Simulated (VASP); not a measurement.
# NiGe3O4 (P4mm) in VASP: relaxation of cell and atoms with PBE

Aim: the relaxation of cell and atoms of NiGe3O4 with PBE.

Everything below comes from runs of VASP 6.6.1. Logs are shortened: lines on timing, memory, paths and dates and some standing lists are left out, and cuts for length are marked.

## 1. The cell of the first run

The structure is tetragonal, space group P4mm (No. 99). Conventional cell: a = 5.200 Å, b = 5.200 Å, c = 4.000 Å, α = 90.00°, β = 90.00°, γ = 90.00°. Ni (site symmetry 4mm) has 4 O at 2.06 Å within 2.7 Å. Ge (site symmetry 2mm) has 4 O at 2.13 Å within 2.8 Å. Within 2.8 Å of Ge (site symmetry 4mm) lie 4 O at 2.13 Å. O (site symmetry m) has 1 Ni at 2.06 Å and 3 Ge at 2.13 Å and 4 O at 2.60 Å within 2.7 Å.

## 2. Relaxation of cell and atoms, PBE, collinear spin, ferromagnetic start

INCAR reads:

```
SYSTEM = NiGe3O4
ALGO = Normal
EDIFF = 1E-6
EDIFFG = -0.08
ENCUT = 600
GGA = PE
IBRION = 2
ISIF = 3
ISMEAR = 0
ISPIN = 2
LASPH = .TRUE.
LCHARG = .FALSE.
LMAXMIX = 4
LORBIT = 11
LREAL = .FALSE.
LWAVE = .FALSE.
MAGMOM = 2 0 0 0 0 0 0 0
NELM = 150
NSW = 36
PREC = Accurate
SIGMA = 0.15
```

KPOINTS reads:

```
k-points
0
G
  3 3 3
  0 0 0
```

POSCAR reads:

```
NiGe3O4
1.0
    5.2000000000      0.0000000000      0.0000000000
    0.0000000000      5.2000000000      0.0000000000
    0.0000000000      0.0000000000      4.0000000000
Ni Ge O
1 3 4
Direct
    0.0000000000      0.0000000000      0.2300000000
    0.5000000000      0.0000000000      0.7300000000
    0.5000000000      0.5000000000      0.2700000000
    0.0000000000      0.5000000000      0.7300000000
    0.2500000000      0.7500000000      0.0000000000
    0.7500000000      0.2500000000      0.0000000000
    0.7500000000      0.7500000000      0.0000000000
    0.2500000000      0.2500000000      0.0000000000
```

Potentials or basis: VASP PAW PBE potentials, release 64 (Ni, Ge_d, O).

Launch:

```
$ cat potpaw_PBE.64/Ni/POTCAR potpaw_PBE.64/Ge_d/POTCAR potpaw_PBE.64/O/POTCAR > POTCAR
$ mpirun -np 1 vasp_std > vasp.out
```

OUTCAR:

```text
SYSTEM = NiGe3O4
   EDIFF = 1E-6
   EDIFFG = -0.08
   ENCUT = 600
   GGA = PE
   IBRION = 2
   ISIF = 3
   ISMEAR = 0
   ISPIN = 2
   LASPH = .TRUE.
   LORBIT = 11
   LREAL = .FALSE.
   NELM = 150
   NSW = 36
   PREC = Accurate

 ion  position               nearest neighbor table
   1  0.000  0.000  0.230-   5 2.06   6 2.06   7 2.06   8 2.06
   2  0.500  0.000  0.730-   5 2.13   6 2.13   7 2.13   8 2.13
   3  0.500  0.500  0.270-   5 2.13   6 2.13   7 2.13   8 2.13
   4  0.000  0.500  0.730-   5 2.13   6 2.13   7 2.13   8 2.13
   5  0.250  0.750  0.000-   1 2.06   2 2.13   3 2.13   4 2.13
   6  0.750  0.250  0.000-   1 2.06   2 2.13   3 2.13   4 2.13
   7  0.750  0.750  0.000-   1 2.06   2 2.13   3 2.13   4 2.13
   8  0.250  0.250  0.000-   1 2.06   2 2.13   3 2.13   4 2.13

  LATTYP: Found a simple tetragonal cell.
 ALAT       =     5.2000000000
 C/A-ratio  =     0.7692307692

  Lattice vectors:

 A1 = (   5.2000000000,   0.0000000000,   0.0000000000)
 A2 = (   0.0000000000,   5.2000000000,   0.0000000000)
 A3 = (   0.0000000000,   0.0000000000,   4.0000000000)

Analysis of symmetry for initial positions (statically):
=====================================================================
 Subroutine PRICEL returns:
 Original cell was already a primitive cell.

 Routine SETGRP: Setting up the symmetry group for a
 simple tetragonal supercell.

 Subroutine GETGRP returns: Found  8 space group operations
 (whereof  8 operations were pure point group operations)
 out of a pool of 16 trial point group operations.

The static configuration has the point symmetry C_4v.

Analysis of symmetry for dynamics (positions and initial velocities):
=====================================================================
 Subroutine PRICEL returns:
 Original cell was already a primitive cell.

 Routine SETGRP: Setting up the symmetry group for a
 simple tetragonal supercell.

 Subroutine GETGRP returns: Found  8 space group operations
 (whereof  8 operations were pure point group operations)
 out of a pool of 16 trial point group operations.

The dynamic configuration has the point symmetry C_4v.

Analysis of structural, dynamic, and magnetic symmetry:
=====================================================================
 Subroutine PRICEL returns:
 Original cell was already a primitive cell.

 Routine SETGRP: Setting up the symmetry group for a
 simple tetragonal supercell.

 Subroutine GETGRP returns: Found  8 space group operations
 (whereof  8 operations were pure point group operations)
 out of a pool of 16 trial point group operations.

The overall configuration has the point symmetry C_4v.

 Subroutine INISYM returns: Found  8 space group operations
 (whereof  8 operations are pure point group operations),
 and found     1 'primitive' translations

----------------------------------------------------------------------------------------

                                     Primitive cell

  volume of cell :     108.1600

  direct lattice vectors                    reciprocal lattice vectors
     5.200000000  0.000000000  0.000000000     0.192307692  0.000000000  0.000000000
     0.000000000  5.200000000  0.000000000     0.000000000  0.192307692  0.000000000
     0.000000000  0.000000000  4.000000000     0.000000000  0.000000000  0.250000000

  length of vectors
     5.200000000  5.200000000  4.000000000     0.192307692  0.192307692  0.250000000

  position of ions in fractional coordinates (direct lattice)
     0.000000000  0.000000000  0.230000000
     0.500000000  0.000000000  0.730000000
     0.500000000  0.500000000  0.270000000
     0.000000000  0.500000000  0.730000000
     0.250000000  0.750000000  0.000000000
     0.750000000  0.250000000  0.000000000
     0.750000000  0.750000000  0.000000000
     0.250000000  0.250000000  0.000000000

  ion indices of the primitive-cell ions
   primitive index   ion index
                 1           1
                 2           2
                 3           3
                 4           4
                 5           5
                 6           6
                 7           7
                 8           8

----------------------------------------------------------------------------------------

 KPOINTS: k-points

Automatic generation of k-mesh.
 Grid dimensions read from file:
 generate k-points for:    3    3    3

 Generating k-lattice:

  Cartesian coordinates                     Fractional coordinates (reciprocal lattice)
     0.064102564  0.000000000  0.000000000     0.333333333  0.000000000  0.000000000
     0.000000000  0.064102564  0.000000000     0.000000000  0.333333333  0.000000000
     0.000000000  0.000000000  0.083333333     0.000000000  0.000000000  0.333333333

  Length of vectors
     0.064102564  0.064102564  0.083333333

  Shift w.r.t. Gamma in fractional coordinates (k-lattice)
     0.000000000  0.000000000  0.000000000

 Subroutine IBZKPT returns following result:
 ===========================================

 Found      6 irreducible k-points:

 Following reciprocal coordinates:
            Coordinates               Weight
  0.000000  0.000000  0.000000      1.000000
  0.333333  0.000000  0.000000      4.000000
  0.333333  0.333333  0.000000      4.000000
  0.000000  0.000000  0.333333      2.000000
  0.333333  0.000000  0.333333      8.000000
  0.333333  0.333333  0.333333      8.000000
   k-points           NKPTS =      6   k-points in BZ     NKDIM =      6   number of bands    NBANDS=     46
   number of dos      NEDOS =    301   number of ions     NIONS =      8
   total plane-waves  NPLWV =  56448
   dimension x,y,z NGX =    42 NGY =   42 NGZ =   32
   dimension x,y,z NGXF=    84 NGYF=   84 NGZF=   64
   ions per type =               1   3   4
   NGX,Y,Z   is equivalent  to a cutoff of  13.43, 13.43, 13.30 a.u.
   NGXF,Y,Z  is equivalent  to a cutoff of  26.86, 26.86, 26.60 a.u.
 SYSTEM =  NiGe3O4
   PREC   = accura    normal or accurate (medium, high low for compatibility)
   ISTART =      0    job   : 0-new  1-cont  2-samecut
   ICHARG =      2    charge: 1-file 2-atom 10-const
   ISPIN  =      2    spin polarized calculation?
   LNONCOLLINEAR =      F non collinear calculations
   LSORBIT =      F    spin-orbit coupling
   LASPH  =      T    aspherical Exc in radial PAW
   ENCUT  =  600.0 eV  44.10 Ry    6.64 a.u.  10.39 10.39  7.99*2*pi/ulx,y,z
   NELM   =    150;   NELMIN=  2; NELMDL= -5     # of ELM steps
   EDIFF  = 0.1E-05   stopping-criterion for ELM
   LREAL  =      F    real-space projection
   EDIFFG = -.8E-01   stopping-criterion for IOM
   NSW    =     36    number of steps for IOM
   IBRION =      2    ionic relax: 0-MD 1-quasi-New 2-CG
   NFREE  =      1    steps in history (QN), initial steepest desc. (CG)
   ISIF   =      3    stress and relaxation
   ISYM   =      2    0-nonsym 1-usesym 2-fastsym
   POTIM  = 0.5000    time-step for ionic-motion
   TEBEG  =    0.0;   TEEND  =   0.0 temperature during run
   PSTRESS=    0.0 pullay stress
   NELECT =      76.0000    total number of electrons
   NUPDOWN=      -1.0000    fix difference up-down
   EMIN   =  10.00;   EMAX   =-10.00  energy-range for DOS
   EFERMI =   0.00;   METHOD = LEGACY
   ISMEAR =     0;   SIGMA  =   0.15  broadening in eV -4-tet -1-fermi 0-gaus
   EFERMI_NEDOS =   21; number of points for ismear=-14 and -15
   IALGO  =     38    algorithm
   IMIX   =      4    mixing-type and parameters
     AMIX     =   0.40;   BMIX     =  1.00
     AMIX_MAG =   1.60;   BMIX_MAG =  1.00
  volume/ion in A,a.u.               =      13.52        91.24
  Fermi-wavevector in a.u.,A,eV,Ry     =   1.455427  2.750358 28.820788  2.118268
  Thomas-Fermi vector in A             =   2.572463
   LORBIT       =     11    0 simple, 1 ext, 2 COOP (PROOUT), +10 PAW based schemes
   GGA     = PE    functional components
   LHFCALC =     F    Hartree Fock is set to
   AEXX    =    0.0000 exact exchange contribution
   IVDW    =     0    specifies the selected vdW correction
   LEPSILON=     F    determine dielectric tensor
   LRPA    =     F    only Hartree local field effects (RPA)
 conjugate gradient relaxation of ions
 spin polarized calculation
 Gauss-broadening in eV      SIGMA  =   0.15
  energy-cutoff  :      600.00
  volume of cell :      108.16
 maximum number of plane-waves:      3635
 NGX is ok and might be reduce to    42
   NGX = 21   NGY = 21   NGZ = 15

--------------------------------------- Ionic step        1  -------------------------------------------

 number of electron      75.9999980 magnetization       1.8687362

 Free energy of the ion-electron system (eV)
  ---------------------------------------------------
  ext. energy  EPLUGINS =         0.00000000
  ---------------------------------------------------
  free energy    TOTEN  =       -45.01442066 eV

  energy without entropy =      -44.94738225  energy(sigma->0) =      -44.98090145

------------------------ aborting loop because EDIFF is reached ----------------------------------------

  FORCE on cell =-STRESS in cart. coord.  units (eV):
  Direction    XX          YY          ZZ          XY          YZ          ZX
  --------------------------------------------------------------------------------------
  -------------------------------------------------------------------------------------
  Total       -4.4645085     -4.4645085     -3.4319805      0.0000000      0.0000000      0.0000000
  in kB      -66.1328982    -66.1328982    -50.8380306      0.0000000      0.0000000      0.0000000
  external PRESSURE =     -61.0346090 kB  Pullay stress =       0.0000000 kB
[... 107 lines left out ...]
  FREE ENERGIE OF THE ION-ELECTRON SYSTEM (eV)
  ---------------------------------------------------
  free  energy   TOTEN  =       -45.3840735487 eV

  energy  without entropy=      -45.3165858355  energy(sigma->0) =      -45.35032969

 E-fermi :   4.2864     XC(G=0): -10.2839

 val. band max:        4.1967065829   @ k =   0.3333   0.3333   0.3333
 cond. band min:       4.3176908756   @ k =   0.3333   0.0000   0.0000
 fundamental gap:      0.1209842927
 Fermi energy:         4.2864494021

 spin component 1

 k-point     1 :       0.0000    0.0000    0.0000
  band No.  band energies     occupation
      1     -20.3621      1.00000
      2     -20.3110      1.00000
      3     -20.3110      1.00000
      4     -20.2971      1.00000
      5     -20.2889      1.00000
      6     -20.2885      1.00000
[... 580 lines left out ...]
     45       9.6201      0.00000
     46      10.1985      0.00000

 E-fermi :   3.8034     XC(G=0):  -9.8973

 val. band max:        3.6695772347   @ k =   0.3333   0.0000   0.0000
 cond. band min:       3.9697246626   @ k =   0.3333   0.3333   0.3333
 fundamental gap:      0.3001474280
 Fermi energy:         3.8033756733

 spin component 1

 k-point     1 :       0.0000    0.0000    0.0000
  band No.  band energies     occupation
      1     -20.9114      1.00000
      2     -20.8664      1.00000
      3     -20.8664      1.00000
      4     -20.8565      1.00000
      5     -20.8492      1.00000
      6     -20.8450      1.00000
[... 580 lines left out ...]
     45       8.8867      0.00000
     46       9.5158      0.00000

[... ionic steps 4 to 16 ...]

--------------------------------------- Ionic step       17  -------------------------------------------

 number of electron      76.0000055 magnetization      -0.0000000

 number of electron      76.0000055 magnetization       0.0000000
[... 85 lines left out ...]
 number of electron      76.0000049 magnetization      -0.0000000

 number of electron      76.0000049 magnetization       0.0000000

 Free energy of the ion-electron system (eV)
  ---------------------------------------------------
  ext. energy  EPLUGINS =         0.00000000
  ---------------------------------------------------
  free energy    TOTEN  =       -46.33412704 eV

  energy without entropy =      -46.33268703  energy(sigma->0) =      -46.33340704

 E-fermi :   4.2067     XC(G=0): -10.0888

 val. band max:        3.9514074841   @ k =   0.3333   0.0000   0.0000
 cond. band min:       4.4878454369   @ k =   0.3333   0.3333   0.3333
 fundamental gap:      0.5364379527
 Fermi energy:         4.2067288997

 spin component 1

 k-point     1 :       0.0000    0.0000    0.0000
  band No.  band energies     occupation
      1     -20.6131      1.00000
      2     -20.5918      1.00000
      3     -20.5918      1.00000
      4     -20.5767      1.00000
      5     -20.5429      1.00000
      6     -20.4532      1.00000
[... 615 lines left out ...]
  FREE ENERGIE OF THE ION-ELECTRON SYSTEM (eV)
  ---------------------------------------------------
  free  energy   TOTEN  =       -46.3341270432 eV

  energy  without entropy=      -46.3326870321  energy(sigma->0) =      -46.33340704

 reached required accuracy - stopping structural energy minimisation

 total charge

# of ion       s       p       d       tot
------------------------------------------
    1        0.457   0.565   8.392   9.414
    2        1.279   0.749  10.090  12.118
    3        1.279   0.709  10.082  12.070
    4        1.279   0.749  10.090  12.118
    5        1.572   3.429   0.000   5.002
    6        1.572   3.429   0.000   5.002
    7        1.572   3.429   0.000   5.002
    8        1.572   3.429   0.000   5.002
--------------------------------------------------
tot         10.584  16.488  38.654  65.726

 magnetization (x)

# of ion       s       p       d       tot
------------------------------------------
    1       -0.000  -0.000  -0.000  -0.000
    2        0.000  -0.000   0.000   0.000
    3       -0.000  -0.000  -0.000  -0.000
    4        0.000  -0.000   0.000   0.000
    5       -0.000   0.000   0.000   0.000
    6       -0.000   0.000   0.000   0.000
    7       -0.000   0.000   0.000   0.000
    8       -0.000   0.000   0.000   0.000
--------------------------------------------------
tot         -0.000   0.000  -0.000  -0.000
```

Run time: 39 min. Hardware: 1 thread of Oxide Virtual Turin-like, shared host; peak memory 0.27 GiB.

Results:

```
Free energy                                           : -46.3341 eV
Relaxed volume                                        : 14.97 Å³/atom
Relaxed cell                                          : a = 5.144 Å, b = 5.144 Å, c = 4.526 Å, α = 90.00°, β = 90.00°, γ = 90.00°
Space group after relaxing (to 0.1 Å)                 : P4mm (No. 99)
Energy gained by relaxing                             : 165.0 meV/atom
Ionic steps                                           : 19
Pressure after relaxing                               : 0.1 GPa
Largest force after relaxing                          : 0.064 eV/Å
Band gap on the k mesh                                : 0.54 eV (least direct gap 0.84 eV)
Net moment                                            : 0.00 μB per cell
Valence electrons inside the program's atomic spheres : Ni 9.41; Ge 12.12, 12.07 (each value once); O 5.00
```

Forces in eV/Å, atoms in the order of the input:
```
Ni   0.000  0.000  0.009
Ge   0.000  0.000  0.036
Ge   0.000  0.000 -0.064
Ge   0.000  0.000  0.036
O   -0.018  0.018 -0.004
O    0.018 -0.018 -0.004
O    0.018  0.018 -0.004
O   -0.018 -0.018 -0.004
```

The path:
```csv
step,energy change (eV),largest force (eV/Å),pressure (GPa),volume (Å³)
1,0.0000,2.0524,-6.10,108.16
2,-0.3451,0.7271,6.28,100.29
3,-0.3697,1.0129,3.36,101.82
4,-0.5072,1.0579,2.43,104.32
5,-0.7213,1.3934,-0.09,112.06
6,-0.7837,1.4427,-0.50,113.25
7,-0.9189,1.5072,-1.11,116.85
8,-0.9279,1.3408,-2.47,124.23
9,-0.9668,1.5250,-1.69,120.59
10,-1.0978,1.3598,-0.96,120.10
11,-1.2321,0.8924,1.34,118.96
12,-1.2726,0.4914,0.16,119.84
13,-1.2949,0.2484,-1.28,121.06
14,-1.3125,0.1317,-0.41,120.14
15,-1.3166,0.1128,0.09,119.44
16,-1.3166,0.1153,0.30,119.40
17,-1.3183,0.1165,0.08,119.61
18,-1.3187,0.1172,-0.05,119.76
19,-1.3197,0.0642,0.12,119.78
```

Final structure:
```yaml
crystal:
  lattice:
    - [5.14448, 0.00000, 0.00000]
    - [0.00000, 5.14448, 0.00000]
    - [0.00000, 0.00000, 4.52586]
  atoms:
    - { symbol: Ni, position: [0.00000, 0.00000, 0.07659] }
    - { symbol: Ge, position: [0.50000, 0.00000, 0.78029] }
    - { symbol: Ge, position: [0.50000, 0.50000, 0.26118] }
    - { symbol: Ge, position: [0.00000, 0.50000, 0.78029] }
    - { symbol: O, position: [0.25270, 0.74730, 0.01541] }
    - { symbol: O, position: [0.74730, 0.25270, 0.01541] }
    - { symbol: O, position: [0.74730, 0.74730, 0.01541] }
    - { symbol: O, position: [0.25270, 0.25270, 0.01541] }
```

Levels at points of the mesh, in eV from the valence-band top:
Spin up:
```csv
k point,band 36,band 37,band 38,band 39,band 40,band 41
"(0.00, 0.00, 0.00)",-0.63,-0.63,-0.61,1.80,1.82,1.82
```
Spin down:
| k point | band 36 | band 37 | band 38 | band 39 | band 40 | band 41 |
| --- | --- | --- | --- | --- | --- | --- |
| (0.00, 0.00, 0.00) | -0.63 | -0.63 | -0.61 | 1.80 | 1.82 | 1.82 |

Caveat: the k points lie up to 0.46 Å⁻¹ apart in the final cell; the moments typed at the start vanished in this run; the relaxation stopped at a loose force limit of 0.08 eV/Å, so its end isn't a converged minimum. A k mesh can miss the band edges.
